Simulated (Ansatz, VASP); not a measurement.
**One calculation of ZnSe, two programs**

File INCAR:

```
  PREC = Accurate
  ENCUT = 520
  EDIFF = 1E-6
  ISMEAR = -1
  SIGMA = 0.02
  LREAL = False
  LASPH = True
  NELM = 150
  ALGO = Normal
  ISIF = 2
  LWAVE = False
  LCHARG = False
  MAGMOM = 0 0 0 0 0 0 0 0 0 0 0 0
  LORBIT = 11
  LSORBIT = True
  GGA_COMPAT = False
  LORBMOM = True
  GGA = PE
  NBANDS = 50
```

Contents of KPOINTS:

```
Automatic mesh
0
Gamma
  12 12 4
```

POSCAR

```
ZnSe
1.0
    4.1513888608      0.0000000000      0.0000000000
   -2.0756944304      3.5952082144      0.0000000000
    0.0000000000      0.0000000000      6.1747439492
Zn Se
2 2
Direct
    0.3333333333      0.6666666667      0.2500000000
    0.6666666667      0.3333333333      0.7500000000
    0.6666666667      0.3333333333      0.2500000000
    0.3333333333      0.6666666667      0.7500000000
```

Input for Ansatz:

```yaml
crystal:
  lattice:
    - [4.1513888608, 0.0, 0.0]
    - [-2.0756944304, 3.5952082144, 0.0]
    - [0.0, 0.0, 6.1747439492]
  atoms:
    - { symbol: Zn, position: [0.3333333333, 0.6666666667, 0.25] }
    - { symbol: Zn, position: [0.6666666667, 0.3333333333, 0.75] }
    - { symbol: Se, position: [0.6666666667, 0.3333333333, 0.25] }
    - { symbol: Se, position: [0.3333333333, 0.6666666667, 0.75] }
kpoints:
  mp_grid: { grid: [12, 12, 4] }
  band_path:
    path:
      - [0.0, 0.0, 0.0]
      - [0.5, 0.0, 0.0]
      - [0.3333333333, 0.3333333333, 0.0]
      - [0.0, 0.0, 0.5]
      - [0.5, 0.0, 0.5]
      - [0.3333333333, 0.3333333333, 0.5]
    npoints: 1
hamiltonian:
  xc: pbe
scf:
  occupations: { method: fermi_dirac, width: 0.02 }
  n_extra_bands: 10
magnetization:
  noncollinear: true
  spin_orbit: true
output:
  forces: true
  stress: true
  eigenvalues: true
```

Alike in both runs: task single point; functional PBE; k mesh 12 × 12 × 4; occupations fermi-dirac, width 0.02 eV; non-collinear spin, spin-orbit coupling.

|  | VASP | Ansatz |
| --- | --- | --- |
| version | VASP 6.6.1 | Ansatz 0.2.0 |
| potentials or method | VASP PAW PBE potentials, release 64 (Zn, Se) | plane waves, PAW |
| plane-wave cutoff (eV) | 520 | 420 |
| valence electrons in the cell | 36 | 56 |

|  | VASP | Ansatz | Ansatz less VASP |
| --- | --- | --- | --- |
| pressure (GPa) | 2.3 | 2.0 | -0.24 |
| traceless stress, the component that is largest in VASP (GPa) | -1.19 | -1.02 | +0.179 |

VASP's potentials hold 36 valence electrons a cell and Ansatz's 56, so a difference there can come from the potentials and not from the codes.
